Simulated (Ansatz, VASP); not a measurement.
# NaBe6C3: VASP beside Ansatz

File INCAR:

```
ALGO = Normal
EDIFF = 1E-6
ENCUT = 520
GGA = PE
ISIF = 2
ISMEAR = 0
ISPIN = 2
LASPH = T
LCHARG = F
LORBIT = 11
LREAL = F
LWAVE = F
MAGMOM = 0 0 0 0 0 0 0 1 1 1
NBANDS = 30
NELM = 150
PREC = Accurate
SIGMA = 0.1
```

The input KPOINTS:

```
k-points
0
Gamma
  4 4 4
```

POSCAR

```
NaBe6C3
1.0
    2.7378712200     -6.3258922200      0.0000000000
    2.7378712200      6.3258922200      0.0000000000
    0.0000000000      0.0000000000      4.8510758800
Na Be C
1 6 3
Direct
    0.0000000000      0.0000000000      0.5000000000
    0.0000000000      0.5000000000      0.5000000000
    0.5000000000      0.0000000000      0.5000000000
    0.5890242300      0.4109757700      0.2500000000
    0.5890242300      0.4109757700      0.7500000000
    0.4109757700      0.5890242300      0.2500000000
    0.4109757700      0.5890242300      0.7500000000
    0.6780484600      0.3219515400      0.5000000000
    0.3219515400      0.6780484600      0.5000000000
    0.5000000000      0.5000000000      0.0000000000
```

Input for Ansatz:

```yaml
crystal:
  lattice:
    - [2.73787122, -6.32589222, 0.0]
    - [2.73787122, 6.32589222, 0.0]
    - [0.0, 0.0, 4.85107588]
  atoms:
    - { symbol: Na, position: [0.0, 0.0, 0.5] }
    - { symbol: Be, position: [0.0, 0.5, 0.5] }
    - { symbol: Be, position: [0.5, 0.0, 0.5] }
    - { symbol: Be, position: [0.58902423, 0.41097577, 0.25] }
    - { symbol: Be, position: [0.58902423, 0.41097577, 0.75] }
    - { symbol: Be, position: [0.41097577, 0.58902423, 0.25] }
    - { symbol: Be, position: [0.41097577, 0.58902423, 0.75] }
    - { symbol: C, position: [0.67804846, 0.32195154, 0.5], spin: 1.0 }
    - { symbol: C, position: [0.32195154, 0.67804846, 0.5], spin: 1.0 }
    - { symbol: C, position: [0.5, 0.5, 0.0], spin: 1.0 }
basis:
  ecutwfc: 420
kpoints:
  mp_grid: { grid: [4, 4, 4] }
hamiltonian:
  xc: pbe
scf:
  occupations: { method: gaussian, width: 0.1 }
  lower_state_search: "off"
output:
  forces: true
  stress: true
  eigenvalues: true
  populations: true
magnetization:
  spin_polarized: true
```

Alike in both runs: task single point; functional PBE; k mesh 4 × 4 × 4; occupations gaussian, width 0.1 eV; collinear spin.

|  | VASP | Ansatz |
| --- | --- | --- |
| version | VASP 6.6.1 | Ansatz 0.2.0 |
| potentials or method | VASP PAW PBE potentials, release 64 (Na_pv, Be, C), cutoff 520 eV | scalar-relativistic, plane waves, PAW |
| valence electrons in the cell | 31 | 33 |

VASP gave:

- gap on the k mesh at the Fermi level (eV): none
- pressure (GPa): -0.4
- traceless stress, the component that is largest in VASP (GPa): 1.92
- rms of the force components (eV/Å): 0.109
- net moment per atom (μB): 0.00

**Question.** What did Ansatz give for the same quantities?

**Answer.** gap on the k mesh at the Fermi level (eV): none; pressure (GPa): -0.5; traceless stress, the component that is largest in VASP (GPa): 1.91; rms of the force components (eV/Å): 0.109; net moment per atom (μB): 0.00.

Atom by atom the forces differ by 0.001 eV/Å (rms over components). A gap of «none» marks a metal or a gap that the smearing closes. The functional is the same, so the differences come from potentials, cutoffs and numerics. VASP's potentials hold 31 valence electrons a cell and Ansatz's 33, so a difference there can come from the potentials and not from the codes. Ansatz's warnings: seeded moment not kept.
